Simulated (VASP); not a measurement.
# BaO (Fm-3m) in VASP: further runs

The runs below take BaO through single point, with PBEsol.

Program: VASP 6.6.1. These are calculated values, not measurements. Logs are shortened: lines on timing, memory, paths and dates and some standing lists are left out, and cuts for length are marked.

### Step 1. The cell of the first run

The structure is cubic, space group Fm-3m (No. 225). Conventional cell: a = 5.388 Å, b = 5.388 Å, c = 5.388 Å, α = 90.00°, β = 90.00°, γ = 90.00°. Ba (site symmetry m-3m) has 6 O at 2.69 Å within 3.6 Å. O (site symmetry m-3m) has 6 Ba at 2.69 Å within 3.6 Å.

### Step 2. Single point, PBEsol

INCAR

```
SYSTEM = BaO
  PREC = Accurate
  ENCUT = 600
  EDIFF = 1E-6
  ISMEAR = 0
  SIGMA = 0.01
  LREAL = .False.
  LASPH = .True.
  NELM = 120
  ALGO = Normal
  ISIF = 2
  LWAVE = .False.
  LCHARG = .False.
  GGA = PS
  NBANDS = 15
  GGA_COMPAT = .False.
```

KPOINTS

```
Automatic mesh
0
Gamma
  6 6 6
  0 0 0
```

POSCAR

```
BaO
1.0
    0.0000000000      2.6938617990      2.6938617990
    2.6938617990      0.0000000000      2.6938617990
    2.6938617990      2.6938617990      0.0000000000
Ba O
1 1
Direct
    0.0000000000      0.0000000000      0.0000000000
    0.5000000000      0.5000000000      0.5000000000
```

Potentials or basis: VASP PAW PBE potentials, release 64 (Ba_sv, O).

Started as:

```bash
$ cat potpaw_PBE.64/Ba_sv/POTCAR potpaw_PBE.64/O/POTCAR > POTCAR
$ mpirun -np 1 vasp_std > vasp.out
```

OUTCAR:

```text
SYSTEM = BaO
   PREC = Accurate
   ENCUT = 600
   EDIFF = 1E-6
   ISMEAR = 0
   LREAL = .False.
   LASPH = .True.
   NELM = 120
   ISIF = 2
   GGA = PS

 ion  position               nearest neighbor table
   1  0.000  0.000  0.000-   2 2.69   2 2.69   2 2.69   2 2.69   2 2.69   2 2.69
   2  0.500  0.500  0.500-   1 2.69   1 2.69   1 2.69   1 2.69   1 2.69   1 2.69

  LATTYP: Found a face centered cubic cell.
 ALAT       =     5.3877235980

  Lattice vectors:

 A1 = (   0.0000000000,   2.6938617990,   2.6938617990)
 A2 = (   2.6938617990,   0.0000000000,   2.6938617990)
 A3 = (   2.6938617990,   2.6938617990,   0.0000000000)

Analysis of symmetry for initial positions (statically):
=====================================================================
 Subroutine PRICEL returns:
 Original cell was already a primitive cell.

 Routine SETGRP: Setting up the symmetry group for a
 face centered cubic supercell.

 Subroutine GETGRP returns: Found 48 space group operations
 (whereof 48 operations were pure point group operations)
 out of a pool of 48 trial point group operations.

The static configuration has the point symmetry O_h .

Analysis of symmetry for dynamics (positions and initial velocities):
=====================================================================
 Subroutine PRICEL returns:
 Original cell was already a primitive cell.

 Routine SETGRP: Setting up the symmetry group for a
 face centered cubic supercell.

 Subroutine GETGRP returns: Found 48 space group operations
 (whereof 48 operations were pure point group operations)
 out of a pool of 48 trial point group operations.

The dynamic configuration has the point symmetry O_h .

 Subroutine INISYM returns: Found 48 space group operations
 (whereof 48 operations are pure point group operations),
 and found     1 'primitive' translations

----------------------------------------------------------------------------------------

                                     Primitive cell

  volume of cell :      39.0981

  direct lattice vectors                    reciprocal lattice vectors
     0.000000000  2.693861799  2.693861799    -0.185607146  0.185607146  0.185607146
     2.693861799  0.000000000  2.693861799     0.185607146 -0.185607146  0.185607146
     2.693861799  2.693861799  0.000000000     0.185607146  0.185607146 -0.185607146

  length of vectors
     3.809695891  3.809695891  3.809695891     0.321481007  0.321481007  0.321481007

  position of ions in fractional coordinates (direct lattice)
     0.000000000  0.000000000  0.000000000
     0.500000000  0.500000000  0.500000000
[... 79 lines left out ...]
   NELECT =      16.0000    total number of electrons
   NUPDOWN=      -1.0000    fix difference up-down
   EMIN   =  10.00;   EMAX   =-10.00  energy-range for DOS
   EFERMI =   0.00;   METHOD = LEGACY
   ISMEAR =     0;   SIGMA  =   0.01  broadening in eV -4-tet -1-fermi 0-gaus
   EFERMI_NEDOS =   21; number of points for ismear=-14 and -15
   IALGO  =     38    algorithm
   IMIX   =      4    mixing-type and parameters
     AMIX     =   0.40;   BMIX     =  1.00
     AMIX_MAG =   1.60;   BMIX_MAG =  1.00
  volume/ion in A,a.u.               =      19.55       131.92
  Fermi-wavevector in a.u.,A,eV,Ry     =   1.215429  2.296827 20.099439  1.477267
  Thomas-Fermi vector in A             =   2.350816
   LORBIT       =      0    0 simple, 1 ext, 2 COOP (PROOUT), +10 PAW based schemes
   GGA     = PS    functional components
   LHFCALC =     F    Hartree Fock is set to
   AEXX    =    0.0000 exact exchange contribution
   IVDW    =     0    specifies the selected vdW correction
   LEPSILON=     F    determine dielectric tensor
   LRPA    =     F    only Hartree local field effects (RPA)
 non-spin polarized calculation
 Gauss-broadening in eV      SIGMA  =   0.01
  energy-cutoff  :      600.00
  volume of cell :       39.10
 maximum number of plane-waves:      1315
   NGX = 15   NGY = 15   NGZ = 15

 number of electron      15.9999997 magnetization

 Free energy of the ion-electron system (eV)
  ---------------------------------------------------
  ext. energy  EPLUGINS =         0.00000000
  ---------------------------------------------------
  free energy    TOTEN  =       -12.32955629 eV

  energy without entropy =      -12.32955629  energy(sigma->0) =      -12.32955629

 E-fermi :   2.3911     XC(G=0): -10.2463

 val. band max:        2.3414658782   @ k =   0.5000   0.5000   0.0000
 cond. band min:       3.8681599887   @ k =   0.5000   0.5000   0.0000
 fundamental gap:      1.5266941105
 Fermi energy:         2.3911264994

 k-point     1 :       0.0000    0.0000    0.0000
  band No.  band energies     occupation
      1     -23.5773      2.00000
      2     -12.8601      2.00000
      3      -7.8762      2.00000
      4      -7.8762      2.00000
      5      -7.8762      2.00000
      6       1.7421      2.00000
      7       1.7421      2.00000
      8       1.7421      2.00000
      9       6.0452      0.00000
     10       6.8745      0.00000
     11       6.8745      0.00000
     12       6.8745      0.00000
     13       9.3823      0.00000
     14       9.3823      0.00000
[... 257 lines left out ...]
      2     -13.3444      2.00000
      3      -9.5360      2.00000
      4      -8.9647      2.00000
      5      -8.1182      2.00000
      6       0.9466      2.00000
      7       1.9882      2.00000
      8       2.1869      2.00000
      9       5.3198      0.00000
     10       8.5751      0.00000
     11       9.3198      0.00000
     12      12.3387      0.00000
     13      12.6351      0.00000
     14      14.9936      0.00000
     15      15.2619      0.00000

------------------------ aborting loop because EDIFF is reached ----------------------------------------

  FORCE on cell =-STRESS in cart. coord.  units (eV):
  Direction    XX          YY          ZZ          XY          YZ          ZX
  --------------------------------------------------------------------------------------
  -------------------------------------------------------------------------------------
  Total        1.7924251      1.7924251      1.7924251      0.0000000      0.0000000      0.0000000
  in kB       73.4506554     73.4506554     73.4506554      0.0000000      0.0000000      0.0000000
  external PRESSURE =      73.4506554 kB  Pullay stress =       0.0000000 kB

 VOLUME and BASIS-vectors are now :
 -----------------------------------------------------------------------------
  energy-cutoff  :      600.00
  volume of cell :       39.10
      direct lattice vectors                 reciprocal lattice vectors
     0.000000000  2.693861799  2.693861799    -0.185607146  0.185607146  0.185607146
     2.693861799  0.000000000  2.693861799     0.185607146 -0.185607146  0.185607146
     2.693861799  2.693861799  0.000000000     0.185607146  0.185607146 -0.185607146

 POSITION                                       TOTAL-FORCE (eV/Angst)
 -----------------------------------------------------------------------------------
      0.00000      0.00000      0.00000        -0.000000      0.000000     -0.000000
      2.69386      2.69386      2.69386         0.000000     -0.000000      0.000000
 -----------------------------------------------------------------------------------
    total drift:                                0.000000      0.000000      0.000000

  FREE ENERGIE OF THE ION-ELECTRON SYSTEM (eV)
  ---------------------------------------------------
  free  energy   TOTEN  =       -12.3295562898 eV

  energy  without entropy=      -12.3295562898  energy(sigma->0) =      -12.32955629
```

OSZICAR:

```text
N       E                     dE             d eps       ncg     rms          rms(c)
DAV:   1     0.825365201178E+02    0.82537E+02   -0.85810E+03   480   0.112E+03
DAV:   2    -0.106571140057E+02   -0.93194E+02   -0.83673E+02   613   0.221E+02
DAV:   3    -0.146936134971E+02   -0.40365E+01   -0.40102E+01   631   0.442E+01
DAV:   4    -0.147427900549E+02   -0.49177E-01   -0.49172E-01   529   0.497E+00
DAV:   5    -0.147440844882E+02   -0.12944E-02   -0.12944E-02   628   0.555E-01    0.957E+00
DAV:   6    -0.125733422965E+02    0.21707E+01   -0.74134E+00   501   0.218E+01    0.656E+00
DAV:   7    -0.123693490024E+02    0.20399E+00   -0.54347E-01   530   0.586E+00    0.258E+00
DAV:   8    -0.123285910969E+02    0.40758E-01   -0.87601E-02   599   0.288E+00    0.526E-01
DAV:   9    -0.123291034748E+02   -0.51238E-03   -0.66347E-03   543   0.763E-01    0.165E-01
DAV:  10    -0.123295765529E+02   -0.47308E-03   -0.13544E-03   543   0.288E-01    0.465E-02
DAV:  11    -0.123295551198E+02    0.21433E-04   -0.12423E-04   536   0.992E-02    0.204E-02
DAV:  12    -0.123295566632E+02   -0.15434E-05   -0.86495E-06   529   0.267E-02    0.377E-03
DAV:  13    -0.123295562898E+02    0.37346E-06   -0.49827E-07   471   0.647E-03
   1 F= -.12329556E+02 E0= -.12329556E+02  d E =-.152623E-14
```

Run time: 6.6 s. Hardware: 1 thread of Intel Xeon 6975P-C (Granite Rapids), shared host; peak memory 0.17 GiB.

What came out:

* Free energy: -12.3296 eV
* Pressure: 7.3 GPa
* Band gap on the k mesh: 1.53 eV, direct

Levels at points of the mesh, in eV from the valence-band top:
```
           k point  band 4  band 5  band 6  band 7  band 8  band 9  band 10  band 11  band 12  band 13
(0.00, 0.00, 0.00)  -10.22  -10.22   -0.60   -0.60   -0.60    3.70     4.53     4.53     4.53     7.04
(0.50, 0.00, 0.00)  -10.36  -10.36   -2.43   -1.93   -1.93    4.91     7.35     7.35     8.43    11.14
(0.50, 0.50, 0.00)  -10.98  -10.98   -0.30   -0.30    0.00    1.53     6.24     9.24     9.71    10.27
```

Caveat: the PAW data sets were made with another functional, which shifts forces and pressure a little; spin-orbit coupling is left out, which moves the levels of the heavy elements. A k mesh can miss the band edges.

### Step 3. Single point, PBEsol

This run uses another cell than the first one, of 19.97 Å³/atom, 1.021 times its volume.

INCAR

```
PREC = Accurate
ENCUT = 600
EDIFF = 1E-6
ISMEAR = 0
SIGMA = 0.01
LREAL = False
LASPH = True
NELM = 120
ALGO = Normal
ISIF = 2
LWAVE = False
LCHARG = False
GGA = PS
NBANDS = 15
GGA_COMPAT = False
```

KPOINTS

```
regular mesh
0
Gamma
  6 6 6
```

POSCAR

```
BaO
1.0
    0.0000000000      2.7128332818      2.7128332818
    2.7128332818      0.0000000000      2.7128332818
    2.7128332818      2.7128332818      0.0000000000
Ba O
1 1
Direct
    0.0000000000      0.0000000000      0.0000000000
    0.5000000000      0.5000000000      0.5000000000
```

Potentials or basis: VASP PAW PBE potentials, release 64 (Ba_sv, O).

Started as:

```bash
$ cat potpaw_PBE.64/Ba_sv/POTCAR potpaw_PBE.64/O/POTCAR > POTCAR
$ mpirun -np 1 vasp_std > vasp.out
```

OUTCAR:

```text
PREC = Accurate
   ENCUT = 600
   EDIFF = 1E-6
   ISMEAR = 0
   LREAL = False
   LASPH = True
   NELM = 120
   ISIF = 2
   GGA = PS

 ion  position               nearest neighbor table
   1  0.000  0.000  0.000-   2 2.71   2 2.71   2 2.71   2 2.71   2 2.71   2 2.71
   2  0.500  0.500  0.500-   1 2.71   1 2.71   1 2.71   1 2.71   1 2.71   1 2.71

  LATTYP: Found a face centered cubic cell.
 ALAT       =     5.4256665636

  Lattice vectors:

 A1 = (   0.0000000000,   2.7128332818,   2.7128332818)
[... 464 lines left out ...]
------------------------ aborting loop because EDIFF is reached ----------------------------------------

  FORCE on cell =-STRESS in cart. coord.  units (eV):
  Direction    XX          YY          ZZ          XY          YZ          ZX
  --------------------------------------------------------------------------------------
  -------------------------------------------------------------------------------------
  Total        1.2797347      1.2797347      1.2797347     -0.0000000     -0.0000000      0.0000000
  in kB       51.3489080     51.3489080     51.3489080     -0.0000000     -0.0000000      0.0000000
  external PRESSURE =      51.3489080 kB  Pullay stress =       0.0000000 kB

 VOLUME and BASIS-vectors are now :
 -----------------------------------------------------------------------------
  energy-cutoff  :      600.00
  volume of cell :       39.93
      direct lattice vectors                 reciprocal lattice vectors
     0.000000000  2.712833282  2.712833282    -0.184309151  0.184309151  0.184309151
     2.712833282  0.000000000  2.712833282     0.184309151 -0.184309151  0.184309151
     2.712833282  2.712833282  0.000000000     0.184309151  0.184309151 -0.184309151

 POSITION                                       TOTAL-FORCE (eV/Angst)
 -----------------------------------------------------------------------------------
      0.00000      0.00000      0.00000         0.000000      0.000000     -0.000000
      2.71283      2.71283      2.71283         0.000000     -0.000000      0.000000
 -----------------------------------------------------------------------------------
    total drift:                                0.000000     -0.000000      0.000000

  FREE ENERGIE OF THE ION-ELECTRON SYSTEM (eV)
  ---------------------------------------------------
  free  energy   TOTEN  =       -12.3625950720 eV

  energy  without entropy=      -12.3625950720  energy(sigma->0) =      -12.36259507
```

stdout:

```text
POSCAR found type information on POSCAR BaO
 POSCAR found :  2 types and       2 ions
 scaLAPACK will be used
 -----------------------------------------------------------------------------
|                                                                             |
|                                                                             |
|     You enforced a specific xc type in the INCAR file but a different       |
|     I HOPE YOU KNOW WHAT YOU ARE DOING!                                     |
|                                                                             |
 -----------------------------------------------------------------------------

 LDA part: xc-table for (Slater+PW92), standard interpolation
 POSCAR, INCAR and KPOINTS ok, starting setup
 FFT: planning ... GRIDC
 FFT: planning ... GRID_SOFT
 FFT: planning ... GRID
 WAVECAR not read
 entering main loop
```

It took 6 s on 1 thread of Intel Xeon 6975P-C (Granite Rapids), shared host; peak memory 0.18 GiB.

Results:

- Free energy: -12.3626 eV
- Pressure: 5.1 GPa
- Band gap on the k mesh: 1.62 eV, direct

Caveat: the PAW data sets were made with another functional, which shifts forces and pressure a little; spin-orbit coupling is left out, which moves the levels of the heavy elements. A k mesh can miss the band edges.

### Step 4. Single point, PBEsol

This run uses another cell than the first one, of 20.38 Å³/atom, 1.043 times its volume.

INCAR

```
SYSTEM = BaO
PREC = Accurate ; ENCUT = 600
EDIFF = 1E-6 ; ISMEAR = 0
SIGMA = 0.01 ; LREAL = .False.
LASPH = .True. ; NELM = 120
ALGO = Normal ; ISIF = 2
LWAVE = .False. ; LCHARG = .False.
GGA = PS ; NBANDS = 15
GGA_COMPAT = .False.
```

KPOINTS

```
regular mesh
0
Gamma
  6 6 6
  0 0 0
```

POSCAR

```
BaO
1.0
    0.0000000000      2.7315430680      2.7315430680
    2.7315430680      0.0000000000      2.7315430680
    2.7315430680      2.7315430680      0.0000000000
Ba O
1 1
Direct
    0.0000000000      0.0000000000      0.0000000000
    0.5000000000      0.5000000000      0.5000000000
```

Started as:

```bash
$ cat potpaw_PBE.64/Ba_sv/POTCAR potpaw_PBE.64/O/POTCAR > POTCAR
$ mpirun -np 1 vasp_std > vasp.out
```

Run time: 6.3 s. Hardware: 1 thread of Intel Xeon 6975P-C (Granite Rapids), shared host; peak memory 0.18 GiB.

Results (log left out):

| Quantity | Value |
| --- | --- |
| Free energy | -12.3848 eV |
| Pressure | 3.1 GPa |
| Band gap on the k mesh | 1.71 eV, direct |

Levels at points of the mesh, in eV from the valence-band top:
```csv
k point,band 4,band 5,band 6,band 7,band 8,band 9,band 10,band 11,band 12,band 13
"(0.00, 0.00, 0.00)",-10.27,-10.27,-0.47,-0.47,-0.47,3.53,4.59,4.59,4.59,6.99
"(0.50, 0.00, 0.00)",-10.40,-10.40,-2.23,-1.71,-1.71,4.89,7.26,7.26,8.22,10.84
"(0.50, 0.50, 0.00)",-10.94,-10.94,-0.23,-0.23,0.00,1.71,6.08,9.08,9.47,10.03
```

Caveat: the PAW data sets were made with another functional, which shifts forces and pressure a little; spin-orbit coupling is left out, which moves the levels of the heavy elements. A k mesh can miss the band edges.

### Step 5. Single point, PBEsol

This run uses another cell than the first one, of 20.80 Å³/atom, 1.064 times its volume.

INCAR

```
PREC = Accurate
ENCUT = 600
EDIFF = 1E-6
ISMEAR = 0
SIGMA = 0.01
LREAL = False
LASPH = True
NELM = 120
ALGO = Normal
ISIF = 2
LWAVE = False
LCHARG = False
GGA = PS
NBANDS = 15
GGA_COMPAT = False
```

KPOINTS

```
regular mesh
0
Gamma
  6 6 6
```

POSCAR

```
BaO
1.0
    0.0000000000      2.7500000000      2.7500000000
    2.7500000000      0.0000000000      2.7500000000
    2.7500000000      2.7500000000      0.0000000000
Ba O
1 1
Direct
    0.0000000000      0.0000000000      0.0000000000
    0.5000000000      0.5000000000      0.5000000000
```

Started as:

```bash
$ cat potpaw_PBE.64/Ba_sv/POTCAR potpaw_PBE.64/O/POTCAR > POTCAR
$ mpirun -np 1 vasp_std > vasp.out
```

Wall time 5.7 s (1 thread of Intel Xeon 6975P-C (Granite Rapids), shared host); peak memory 0.18 GiB.

Results (log left out):

* Free energy: -12.3973 eV
* Pressure: 1.4 GPa
* Band gap on the k mesh: 1.79 eV, direct

Levels at points of the mesh, in eV from the valence-band top:
| k point | band 6 | band 7 | band 8 | band 9 | band 10 | band 11 |
| --- | --- | --- | --- | --- | --- | --- |
| (0.00, 0.00, 0.00) | -0.41 | -0.41 | -0.41 | 3.45 | 4.62 | 4.62 |
| (0.50, 0.00, 0.00) | -2.15 | -1.61 | -1.61 | 4.88 | 7.20 | 7.20 |
| (0.50, 0.50, 0.00) | -0.20 | -0.20 | 0.00 | 1.79 | 6.01 | 8.99 |

Caveat: the PAW data sets were made with another functional, which shifts forces and pressure a little; spin-orbit coupling is left out, which moves the levels of the heavy elements.

(Continued in part 2 of 2.)
